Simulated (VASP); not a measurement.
# MgS (a.bA) (Fm-3m) in VASP: single point with PBEsol

Aim: the single point of MgS (a.bA) with PBEsol.

Everything below comes from runs of VASP 6.6.1. Logs are shortened: lines on timing, memory, paths and dates and some standing lists are left out, and cuts for length are marked.

### Step 1. The cell of the first run

It takes space group Fm-3m (No. 225, cubic). The conventional cell has a = 5.182 Å, b = 5.182 Å, c = 5.182 Å, α = 90.00°, β = 90.00°, γ = 90.00°. Mg (site symmetry m-3m) has 6 S at 2.59 Å within 3.4 Å. S (site symmetry m-3m) has 6 Mg at 2.59 Å within 3.4 Å.

### Step 2. Single point, PBEsol

INCAR reads:

```
SYSTEM = MgS
PREC = Accurate ; ENCUT = 600
EDIFF = 1E-6 ; ISMEAR = 0
SIGMA = 0.02 ; LREAL = .False.
LASPH = .True. ; NELM = 120
ALGO = Normal ; ISIF = 2
LWAVE = .False. ; LCHARG = .True.
GGA = PS ; LELF = .True.
LVHAR = .True. ; NBANDS = 11
GGA_COMPAT = .False.
```

KPOINTS reads:

```
Automatic mesh
0
Gamma
  8 8 8
  0 0 0
```

POSCAR reads:

```
MgS
1.0
    0.0000000000      2.5909111762      2.5909111762
    2.5909111762      0.0000000000      2.5909111762
    2.5909111762      2.5909111762      0.0000000000
Mg S
1 1
Direct
    0.0000000000      0.0000000000      0.0000000000
    0.5000000000      0.5000000000      0.5000000000
```

Potentials or basis: VASP PAW PBE potentials, release 64 (Mg, S).

Run with:

```sh
> cat potpaw_PBE.64/Mg/POTCAR potpaw_PBE.64/S/POTCAR > POTCAR
> mpirun -np 1 vasp_std > vasp.out
```

OUTCAR:

```text
SYSTEM = MgS
   PREC = Accurate
   ENCUT = 600
   EDIFF = 1E-6
   ISMEAR = 0
   LREAL = .False.
   LASPH = .True.
   NELM = 120
   ISIF = 2
   GGA = PS

 ion  position               nearest neighbor table
   1  0.000  0.000  0.000-   2 2.59   2 2.59   2 2.59   2 2.59   2 2.59   2 2.59
   2  0.500  0.500  0.500-   1 2.59   1 2.59   1 2.59   1 2.59   1 2.59   1 2.59

  LATTYP: Found a face centered cubic cell.
 ALAT       =     5.1818223524

  Lattice vectors:

 A1 = (   0.0000000000,   2.5909111762,   2.5909111762)
 A2 = (   2.5909111762,   0.0000000000,   2.5909111762)
 A3 = (   2.5909111762,   2.5909111762,   0.0000000000)

Analysis of symmetry for initial positions (statically):
=====================================================================
 Subroutine PRICEL returns:
 Original cell was already a primitive cell.

 Routine SETGRP: Setting up the symmetry group for a
 face centered cubic supercell.

 Subroutine GETGRP returns: Found 48 space group operations
 (whereof 48 operations were pure point group operations)
 out of a pool of 48 trial point group operations.

The static configuration has the point symmetry O_h .

Analysis of symmetry for dynamics (positions and initial velocities):
=====================================================================
 Subroutine PRICEL returns:
 Original cell was already a primitive cell.

 Routine SETGRP: Setting up the symmetry group for a
 face centered cubic supercell.

 Subroutine GETGRP returns: Found 48 space group operations
 (whereof 48 operations were pure point group operations)
 out of a pool of 48 trial point group operations.

The dynamic configuration has the point symmetry O_h .

 Subroutine INISYM returns: Found 48 space group operations
 (whereof 48 operations are pure point group operations),
 and found     1 'primitive' translations

----------------------------------------------------------------------------------------

                                     Primitive cell

  volume of cell :      34.7846

  direct lattice vectors                    reciprocal lattice vectors
     0.000000000  2.590911176  2.590911176    -0.192982301  0.192982301  0.192982301
     2.590911176  0.000000000  2.590911176     0.192982301 -0.192982301  0.192982301
     2.590911176  2.590911176  0.000000000     0.192982301  0.192982301 -0.192982301

  length of vectors
     3.664101724  3.664101724  3.664101724     0.334255150  0.334255150  0.334255150

  position of ions in fractional coordinates (direct lattice)
     0.000000000  0.000000000  0.000000000
     0.500000000  0.500000000  0.500000000

  ion indices of the primitive-cell ions
   primitive index   ion index
                 1           1
                 2           2

----------------------------------------------------------------------------------------

 KPOINTS: Automatic mesh

Automatic generation of k-mesh.
 Grid dimensions read from file:
 generate k-points for:    8    8    8

 Generating k-lattice:

  Cartesian coordinates                     Fractional coordinates (reciprocal lattice)
    -0.024122788  0.024122788  0.024122788     0.125000000  0.000000000  0.000000000
     0.024122788 -0.024122788  0.024122788     0.000000000  0.125000000  0.000000000
     0.024122788  0.024122788 -0.024122788     0.000000000  0.000000000  0.125000000

  Length of vectors
     0.041781894  0.041781894  0.041781894

  Shift w.r.t. Gamma in fractional coordinates (k-lattice)
     0.000000000  0.000000000  0.000000000

 Subroutine IBZKPT returns following result:
 ===========================================

 Found     29 irreducible k-points:

 Following reciprocal coordinates:
            Coordinates               Weight
  0.000000  0.000000  0.000000      1.000000
  0.125000  0.000000  0.000000      8.000000
  0.250000  0.000000  0.000000      8.000000
  0.375000  0.000000  0.000000      8.000000
  0.500000  0.000000  0.000000      4.000000
  0.125000  0.125000  0.000000      6.000000
[... 16 lines left out ...]
  0.500000  0.250000  0.125000     48.000000
 -0.375000  0.250000  0.125000     24.000000
 [... further k-points ...]
   k-points           NKPTS =     29   k-points in BZ     NKDIM =     29   number of bands    NBANDS=     11
   number of dos      NEDOS =    301   number of ions     NIONS =      2
   total plane-waves  NPLWV =  27000
   dimension x,y,z NGX =    30 NGY =   30 NGZ =   30
   dimension x,y,z NGXF=    60 NGYF=   60 NGZF=   60
   ions per type =               1   1
   NGX,Y,Z   is equivalent  to a cutoff of  13.61, 13.61, 13.61 a.u.
   NGXF,Y,Z  is equivalent  to a cutoff of  27.22, 27.22, 27.22 a.u.
 SYSTEM =  MgS
   PREC   = accura    normal or accurate (medium, high low for compatibility)
   ISTART =      0    job   : 0-new  1-cont  2-samecut
   ICHARG =      2    charge: 1-file 2-atom 10-const
   ISPIN  =      1    spin polarized calculation?
   LNONCOLLINEAR =      F non collinear calculations
   LSORBIT =      F    spin-orbit coupling
   LASPH  =      T    aspherical Exc in radial PAW
   ENCUT  =  600.0 eV  44.10 Ry    6.64 a.u.   7.32  7.32  7.32*2*pi/ulx,y,z
   NELM   =    120;   NELMIN=  2; NELMDL= -5     # of ELM steps
   EDIFF  = 0.1E-05   stopping-criterion for ELM
   LREAL  =      F    real-space projection
   EDIFFG = 0.1E-04   stopping-criterion for IOM
   NSW    =      0    number of steps for IOM
   IBRION =     -1    ionic relax: 0-MD 1-quasi-New 2-CG
   NFREE  =      0    steps in history (QN), initial steepest desc. (CG)
   ISIF   =      2    stress and relaxation
   ISYM   =      2    0-nonsym 1-usesym 2-fastsym
   POTIM  = 0.5000    time-step for ionic-motion
   TEBEG  =    0.0;   TEEND  =   0.0 temperature during run
   PSTRESS=    0.0 pullay stress
   NELECT =       8.0000    total number of electrons
   NUPDOWN=      -1.0000    fix difference up-down
   EMIN   =  10.00;   EMAX   =-10.00  energy-range for DOS
   EFERMI =   0.00;   METHOD = LEGACY
   ISMEAR =     0;   SIGMA  =   0.02  broadening in eV -4-tet -1-fermi 0-gaus
   EFERMI_NEDOS =   21; number of points for ismear=-14 and -15
   IALGO  =     38    algorithm
   IMIX   =      4    mixing-type and parameters
     AMIX     =   0.40;   BMIX     =  1.00
     AMIX_MAG =   1.60;   BMIX_MAG =  1.00
  volume/ion in A,a.u.               =      17.39       117.37
  Fermi-wavevector in a.u.,A,eV,Ry     =   1.003019  1.895430 13.688090  1.006046
  Thomas-Fermi vector in A             =   2.135543
   LORBIT       =      0    0 simple, 1 ext, 2 COOP (PROOUT), +10 PAW based schemes
   GGA     = PS    functional components
   LHFCALC =     F    Hartree Fock is set to
   AEXX    =    0.0000 exact exchange contribution
   IVDW    =     0    specifies the selected vdW correction
   LEPSILON=     F    determine dielectric tensor
   LRPA    =     F    only Hartree local field effects (RPA)
 non-spin polarized calculation
 Gauss-broadening in eV      SIGMA  =   0.02
  energy-cutoff  :      600.00
  volume of cell :       34.78
 maximum number of plane-waves:      1211
 NGX is ok and might be reduce to    30
   NGX = 15   NGY = 15   NGZ = 15

 number of electron       8.0000000 magnetization

 Free energy of the ion-electron system (eV)
  ---------------------------------------------------
  ext. energy  EPLUGINS =         0.00000000
  ---------------------------------------------------
  free energy    TOTEN  =        -9.07550680 eV

  energy without entropy =       -9.07550680  energy(sigma->0) =       -9.07550680

 E-fermi :   3.9555     XC(G=0):  -9.8881

 val. band max:        3.7869709516   @ k =   0.0000   0.0000   0.0000
 cond. band min:       6.5165410102   @ k =   0.5000   0.5000   0.0000
 fundamental gap:      2.7295700586
 Fermi energy:         3.9555118246

 k-point     1 :       0.0000    0.0000    0.0000
  band No.  band energies     occupation
      1      -8.9679      2.00000
      2       3.7870      2.00000
      3       3.7870      2.00000
      4       3.7870      2.00000
      5       7.4775      0.00000
      6      11.6326      0.00000
      7      11.6326      0.00000
      8      11.6326      0.00000
      9      14.1115      0.00000
     10      14.1115      0.00000
     11      16.1123      0.00000

 k-point     2 :       0.1250    0.0000    0.0000
  band No.  band energies     occupation
      1      -8.8121      2.00000
      2       2.7091      2.00000
      3       3.6812      2.00000
      4       3.6812      2.00000
      5       8.2826      0.00000
      6      11.3143      0.00000
      7      11.8907      0.00000
      8      11.8907      0.00000
      9      13.4667      0.00000
     10      13.4667      0.00000
     11      16.4421      0.00000

 k-point     3 :       0.2500    0.0000    0.0000
  band No.  band energies     occupation
      1      -8.3894      2.00000
      2       0.9065      2.00000
      3       3.4516      2.00000
      4       3.4516      2.00000
      5       8.6617      0.00000
      6      11.5391      0.00000
      7      11.5391      0.00000
      8      12.0690      0.00000
      9      14.0256      0.00000
     10      14.0256      0.00000
     11      15.6312      0.00000
[... 267 lines left out ...]
 k-point    23 :       0.5000    0.2500    0.1250
  band No.  band energies     occupation
      1      -7.6172      2.00000
      2      -0.2317      2.00000
      3       1.7194      2.00000
      4       2.7603      2.00000
      5       9.3659      0.00000
      6      10.0916      0.00000
      7      11.5274      0.00000
      8      12.7659      0.00000
      9      15.4333      0.00000
     10      18.0453      0.00000
     11      18.6577      0.00000

 k-point    24 :      -0.3750    0.2500    0.1250
  band No.  band energies     occupation
      1      -7.4053      2.00000
      2      -0.6402      2.00000
      3       1.5718      2.00000
      4       2.5946      2.00000
      5       9.3192      0.00000
      6       9.8018      0.00000
      7      12.1722      0.00000
      8      13.1778      0.00000
      9      16.0024      0.00000
     10      17.1068      0.00000
     11      19.2805      0.00000

 [... further k-points ...]

------------------------ aborting loop because EDIFF is reached ----------------------------------------

  FORCE on cell =-STRESS in cart. coord.  units (eV):
  Direction    XX          YY          ZZ          XY          YZ          ZX
  --------------------------------------------------------------------------------------
  -------------------------------------------------------------------------------------
  Total       -0.0397264     -0.0397264     -0.0397264      0.0000000      0.0000000      0.0000000
  in kB       -1.8297948     -1.8297948     -1.8297948      0.0000000      0.0000000      0.0000000
  external PRESSURE =      -1.8297948 kB  Pullay stress =       0.0000000 kB

 VOLUME and BASIS-vectors are now :
 -----------------------------------------------------------------------------
  energy-cutoff  :      600.00
  volume of cell :       34.78
      direct lattice vectors                 reciprocal lattice vectors
     0.000000000  2.590911176  2.590911176    -0.192982301  0.192982301  0.192982301
     2.590911176  0.000000000  2.590911176     0.192982301 -0.192982301  0.192982301
     2.590911176  2.590911176  0.000000000     0.192982301  0.192982301 -0.192982301

 POSITION                                       TOTAL-FORCE (eV/Angst)
 -----------------------------------------------------------------------------------
      0.00000      0.00000      0.00000         0.000000      0.000000      0.000000
      2.59091      2.59091      2.59091        -0.000000     -0.000000     -0.000000
 -----------------------------------------------------------------------------------
    total drift:                               -0.000000     -0.000000      0.000000

  FREE ENERGIE OF THE ION-ELECTRON SYSTEM (eV)
  ---------------------------------------------------
  free  energy   TOTEN  =        -9.0755067955 eV

  energy  without entropy=       -9.0755067955  energy(sigma->0) =       -9.07550680
```

Run time: 14 s. Hardware: 1 thread of Intel Xeon Platinum 8488C (Sapphire Rapids), shared host; peak memory 0.17 GiB.

What came out:

```yaml
Free_energy: -9.0755 eV
Pressure: -0.2 GPa
Band_gap_on_the_k_mesh: 2.73 eV, indirect (least direct gap 3.69 eV)
```

Levels at points of the mesh, in eV from the valence-band top:
```
           k point  band 1  band 2  band 3  band 4  band 5  band 6  band 7  band 8  band 9
(0.00, 0.00, 0.00)  -12.75    0.00    0.00    0.00    3.69    7.85    7.85    7.85   10.32
(0.50, 0.00, 0.00)  -11.40   -4.96   -0.61   -0.61    4.42    6.84    6.84   10.20   12.04
(0.50, 0.50, 0.00)  -11.01   -4.33   -1.74   -1.74    2.73    4.20   11.99   12.86   13.39
```

Caveat: the PAW data sets were made with another functional, which shifts forces and pressure a little. A k mesh can miss the band edges.
